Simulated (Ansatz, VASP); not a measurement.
Si2Ni: VASP beside Ansatz

```
Si Ni
1.0
     0.00000    2.69537    2.69537
     2.69537    0.00000    2.69537
     2.69537    2.69537    0.00000
Si Ni
2 1
Direct
  0.25000 0.25000 0.25000
  0.75000 0.75000 0.75000
  0.00000 0.00000 0.00000
```

Alike in both runs: functional PBEsol; k mesh 10 × 10 × 10; occupations fermi-dirac, width 0.1 eV; no spin polarisation.

Ansatz relaxed the structure, and its values are those at the end. VASP's run is a single point on that final structure, the one shown.

|  | VASP | Ansatz |
| --- | --- | --- |
| version | VASP 6.6.1 | Ansatz 0.2.0 |
| potentials or method | VASP PAW PBE potentials, release 64 (Si, Ni) | PAW with Ansatz's default frozen-core files, scalar-relativistic |
| plane-wave cutoff (eV) | 520 | 420 |
| valence electrons in the cell | 18 | 26 |

|  | VASP | Ansatz | Ansatz less VASP |
| --- | --- | --- | --- |
| pressure (GPa) | 0.0 | 0.0 | -0.04 |

VASP's potentials were made for PBE, not for PBEsol. VASP's potentials hold 18 valence electrons a cell and Ansatz's 26, so a difference there can come from the potentials and not from the codes.
